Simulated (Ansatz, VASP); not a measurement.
**One calculation of ZnO, two programs**

File POSCAR:

```
ZnO
1.0
    3.2493987239      0.0000000000      0.0000000000
   -1.6246993619      2.8140618419      0.0000000000
    0.0000000000      0.0000000000      5.2038000000
Zn O
2 2
Direct
    0.3333333333      0.6666666667      0.0000000000
    0.6666666667      0.3333333333      0.5000000000
    0.3333333333      0.6666666667      0.3989146355
    0.6666666667      0.3333333333      0.8989146355
```

The input INCAR.step1:

```
SYSTEM = ZnO
PREC = Accurate
ENCUT = 520
ISMEAR = 0
SIGMA = 0.05
LREAL = .False.
LASPH = .True.
NELM = 100
NBANDS = 26
GGA = PE
ALGO = Normal
EDIFF = 1E-4
LWAVE = .True.
LCHARG = .False.
```

INCAR.step2

```
SYSTEM = ZnO
PREC = Accurate
ENCUT = 520
EDIFF = 1E-6
ISMEAR = 0
SIGMA = 0.05
LREAL = .False.
LASPH = .True.
NELM = 100
ALGO = Normal
ISIF = 2
LWAVE = .False.
LCHARG = .True.
METAGGA = R2SCAN
LMIXTAU = .True.
LELF = .True.
LVHAR = .True.
NBANDS = 26
ISTART = 1
```

Contents of KPOINTS:

```
regular mesh
0
Gamma
  12 12 6
  0 0 0
```

Input for Ansatz:

```yaml
crystal:
  lattice:
    - [3.2493987239, 0.0, 0.0]
    - [-1.6246993619, 2.8140618419, 0.0]
    - [0.0, 0.0, 5.2038]
  atoms:
    - { symbol: Zn, position: [0.3333333333, 0.6666666667, 0.0] }
    - { symbol: Zn, position: [0.6666666667, 0.3333333333, 0.5] }
    - { symbol: O, position: [0.3333333333, 0.6666666667, 0.3989146355] }
    - { symbol: O, position: [0.6666666667, 0.3333333333, 0.8989146355] }
basis:
  ecutwfc: 500
kpoints:
  mp_grid: { grid: [12, 12, 6] }
hamiltonian:
  xc: r2scan
scf:
  occupations: { method: gaussian, width: 0.05 }
output:
  forces: true
  stress: true
  eigenvalues: true
```

Change from the starting cell: all O atoms moved +0.087 Å, as atom 3 along Cartesian [0 0 1].

Alike in both runs: task single point; functional r2SCAN; k mesh 12 × 12 × 6; occupations gaussian, width 0.05 eV; no spin polarisation.

|  | VASP | Ansatz |
| --- | --- | --- |
| version | VASP 6.6.1 | Ansatz 0.2.0 |
| potentials or method | VASP PAW PBE potentials, release 64 (Zn, O), cutoff 520 eV | scalar-relativistic, plane waves, PAW |
| valence electrons in the cell | 36 | 36 |

VASP gave:

```
gap on the k mesh at the Fermi level (eV)                     : 1.23
least direct gap on the mesh (eV)                             : 1.23
pressure (GPa)                                                : 0.3
traceless stress, the component that is largest in VASP (GPa) : -4.14
rms of the force components (eV/Å)                            : 0.255
```

Problem. What did Ansatz give for the same quantities?

Solution. gap on the k mesh at the Fermi level (eV): 1.23; least direct gap on the mesh (eV): 1.23; pressure (GPa): -0.6; traceless stress, the component that is largest in VASP (GPa): -3.90; rms of the force components (eV/Å): 0.248.

VASP's potentials were made for PBE, not for r2SCAN. Atom by atom the forces differ by 0.007 eV/Å (rms over components).
